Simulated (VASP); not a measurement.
Wanted: the native input for a VASP 6.6.1 run.

- Task: single point
- Functional: PBE
- Potentials or basis: VASP PAW PBE potentials, release 64 (Cd, Se)
- Cutoff: 520 eV
- k mesh: 6 × 6 × 4
- Occupations: gaussian, width 0.01 eV
- Spin: no spin polarisation
- Dipole correction: no
- Further INCAR settings: ALGO = Normal; EDIFF = 1e-06; NBANDS = 26

The structure of CdSe lies in POSCAR:

```
CdSe
1.0
    4.3407236659      0.0000000000      0.0000000000
   -2.1703618329      3.7591769655      0.0000000000
    0.0000000000      0.0000000000      7.0766459782
Cd Se
2 2
Direct
    0.3333333333      0.6666666667     -0.0004760038
    0.6666666667      0.3333333333      0.4995239962
    0.3333333333      0.6666666667      0.3754760038
    0.6666666667      0.3333333333      0.8754760038
```

The input as run:

INCAR

```
PREC = Accurate
ENCUT = 520
EDIFF = 1E-6
ISMEAR = 0
SIGMA = 0.01
LREAL = False
LASPH = True
NELM = 100
ALGO = Normal
ISIF = 2
LWAVE = False
LCHARG = False
GGA = PE
NBANDS = 26
```

KPOINTS

```
regular mesh
0
Gamma
  6 6 4
```

Potentials or basis: VASP PAW PBE potentials, release 64 (Cd, Se).

Run with:

```console
$ cat potpaw_PBE.64/Cd/POTCAR potpaw_PBE.64/Se/POTCAR > POTCAR
$ mpirun -np 1 vasp_std > vasp.out
```

It gave:

The pressure is 1.7 GPa. The band gap on the k mesh is 0.61 eV, direct.

It took 42 s on 1 thread of Intel(R) Xeon(R) Platinum 8488C (Sapphire Rapids), on a shared host, peak memory 0.24 GiB.
